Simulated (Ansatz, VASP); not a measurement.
## Ta in VASP and in Ansatz

INCAR

```
SYSTEM = Ta
PREC = Accurate
ENCUT = 520
EDIFF = 1E-6
ISMEAR = -1
SIGMA = 0.2
LREAL = .FALSE.
LASPH = .TRUE.
NELM = 100
ALGO = Normal
ISIF = 2
LWAVE = .FALSE.
LCHARG = .FALSE.
NBANDS = 12
```

KPOINTS

```
Automatic mesh
0
G
  14 14 14
  0 0 0
```

POSCAR

```
Ta
1.0
   -1.6276710318      1.6276710318      1.6276710318
    1.6276710318     -1.6276710318      1.6276710318
    1.6276710318      1.6276710318     -1.6276710318
Ta
1
Direct
    0.0000000000      0.0000000000      0.0000000000
```

Input for Ansatz:

```yaml
crystal:
  lattice:
    - [-1.6276710318, 1.6276710318, 1.6276710318]
    - [1.6276710318, -1.6276710318, 1.6276710318]
    - [1.6276710318, 1.6276710318, -1.6276710318]
  atoms:
    - { symbol: Ta, position: [0.0, 0.0, 0.0] }
hamiltonian:
  xc: lda
  pseudopotentials:
    kind: paw
    azcp:
      Ta: "pseudopotentials/Ta.paw.azcp"
basis:
  ecutwfc: 420
  fft_grid_basis: typed
kpoints:
  mp_grid: { grid: [14, 14, 14], shift: [0, 0, 0] }
magnetization:
  spin_polarized: false
scf:
  occupations: { method: fermi_dirac, width: 0.2 }
  lower_state_search: "off"
output:
  stress: true
  write_density: true
  write_potential: true
  elf: true
  volumetric_format: npy
```

Alike in both runs: task single point; functional LDA; k mesh 14 × 14 × 14; occupations fermi-dirac, width 0.2 eV; no spin polarisation.

```csv
,VASP,Ansatz
version,VASP 6.6.1,Ansatz 0.2.0
potentials or method,"VASP PAW LDA potentials, release 64 (Ta_pv), cutoff 520 eV","plane waves (420 eV) with PAW, scalar-relativistic"
valence electrons in the cell,11,13
```

|  | VASP | Ansatz | Ansatz less VASP |
| --- | --- | --- | --- |
| pressure (GPa) | 1.3 | 0.4 | -0.88 |

Ansatz warns that its potentials were made for another functional, while VASP's fit it. LDA's correlation is that of Perdew and Zunger in VASP and of Perdew and Wang (1992) in Ansatz. VASP's potentials hold 11 valence electrons a cell and Ansatz's 13, so a difference there can come from the potentials and not from the codes.

Neither program's run includes spin-orbit coupling.
